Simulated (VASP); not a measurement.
Here is a VASP 6.6.1 calculation.

File INCAR:

```
PREC = Accurate ; ENCUT = 500
EDIFF = 1E-6 ; ISMEAR = 0
SIGMA = 0.2 ; LREAL = F
LASPH = T ; NELM = 120
ALGO = Normal ; ISIF = 2
LWAVE = F ; LCHARG = F
GGA = PE ; NBANDS = 29
GGA_COMPAT = F
```

File KPOINTS:

```
regular mesh
0
Gamma
  5 5 3
```

POSCAR

```
WCl
1.0
    2.8281230244      0.0000000000      0.0000000000
    0.0000000000      2.8281230244      0.0000000000
    0.0000000000      0.0000000000      9.0786330344
W Cl
2 2
Direct
    0.5000000000      0.5000000000      0.0000000000
    0.5000000000      0.5000000000      0.5000000000
    0.0000000000      0.0000000000      0.1791649240
    0.0000000000      0.0000000000      0.8208350760
```

Potentials or basis: VASP PAW PBE potentials, release 64 (W_sv, Cl).

Run with:

```console
$ cat potpaw_PBE.64/W_sv/POTCAR potpaw_PBE.64/Cl/POTCAR > POTCAR
$ mpirun -np 1 vasp_std > vasp.out
```

(1) Estimate the pressure.

(2) Estimate the largest force.

(3) What does it give for the band gap on the k mesh?

Results:

(1) 0.4 GPa.

(2) 0.033 eV/Å.

(3) zero (bands 21 and 22 overlap by 0.50 eV).

Caveat: the k points lie up to 0.44 Å⁻¹ apart, too coarse for converged energies and pressures of a metal; spin-orbit coupling is left out, which moves the levels of the heavy elements.
